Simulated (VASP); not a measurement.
Input of a VASP 6.6.1 run:

The input POSCAR:

```
ScF
1.0
    2.9933143195      0.0000000000      0.0000000000
   -1.4966571598      2.5922862422      0.0000000000
    0.0000000000      0.0000000000      3.4859581360
Sc F
1 1
Direct
    0.0000000000      0.0000000000      0.0000000000
    0.6666666667      0.3333333333      0.5000000000
```

INCAR.step1

```
SYSTEM = ScF
  ALGO = Normal
  EDIFF = 1E-4
  ENCUT = 520
  GGA = PE
  ISMEAR = 0
  LASPH = .True.
  LCHARG = .False.
  LREAL = .False.
  LWAVE = .True.
  NBANDS = 16
  NELM = 80
  PREC = Accurate
  SIGMA = 0.1
```

The input INCAR.step2:

```
SYSTEM = ScF
  ALGO = Normal
  EDIFF = 1E-6
  ENCUT = 520
  ISIF = 2
  ISMEAR = 0
  ISTART = 1
  LASPH = .True.
  LCHARG = .False.
  LMIXTAU = .True.
  LREAL = .False.
  LWAVE = .False.
  METAGGA = R2SCAN
  NBANDS = 16
  NELM = 80
  PREC = Accurate
  SIGMA = 0.1
```

Contents of KPOINTS:

```
k-points
0
Gamma
  24 24 18
  0 0 0
```

Potentials or basis: VASP PAW PBE potentials, release 64 (Sc_sv, F).

The run is started by

```console
$ cat potpaw_PBE.64/Sc_sv/POTCAR potpaw_PBE.64/F/POTCAR > POTCAR
$ cp INCAR.step1 INCAR
$ mpirun -np 1 vasp_std > vasp.out
$ cp INCAR.step2 INCAR
$ mpirun -np 1 vasp_std > vasp.out
```

Question: What does it give for the band gap on the k mesh?

Answer: Zero (bands 9 and 10 overlap by 0.29 eV).

Question: What does it give for the pressure?

Answer: 0.4 GPa.

Stress tensor (GPa, compression positive):
```
0.30 0.00 0.00
0.00 0.30 0.00
0.00 0.00 0.51
```

Caveat: the PAW data sets were made with another functional, which shifts forces and pressure a little.
